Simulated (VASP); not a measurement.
# LiF: single point with LDA

Crystal: LiF.

```xyz
4
Lattice="3.0301 0.0000 0.0000 -1.5150 2.6241 0.0000 0.0000 0.0000 4.6590" Properties=species:S:1:pos:R:3 pbc="T T T"
Li    0.0000    1.7494    1.7890
Li    1.5150    0.8747    4.1185
F     0.0000    1.7494    4.6172
F     1.5150    0.8747    2.2877
```

```
Program                : VASP 6.6.1
Task                   : single point
Functional             : LDA
Potentials or basis    : VASP PAW LDA potentials, release 64 (Li_sv, F)
Cutoff                 : 520 eV
k mesh                 : 9 × 9 × 6
Occupations            : gaussian, width 0.05 eV
Spin                   : no spin polarisation
Dipole correction      : no
Further INCAR settings : ALGO = Normal; EDIFF = 1e-07; NBANDS = 18
```

- Band gap on the k mesh: 7.82 eV

Levels at points of the mesh, in eV from the valence-band top:
```
           k point  band 7  band 8  band 9  band 10  band 11  band 12  band 13  band 14
(0.00, 0.00, 0.00)   -0.63   -0.24   -0.24     0.00     7.82    12.23    15.69    18.40
(0.00, 0.00, 0.50)   -0.43   -0.43   -0.43    -0.43     9.58     9.58    17.90    17.90
```

It took 34 s on 1 thread of Intel(R) Xeon(R) Platinum 8175M CPU @ 2.50GHz (Skylake/Cascade Lake), with other jobs on the host, peak memory 0.14 GiB.

Caveat: an odd mesh through Γ misses points on the zone boundary, where band edges can lie.
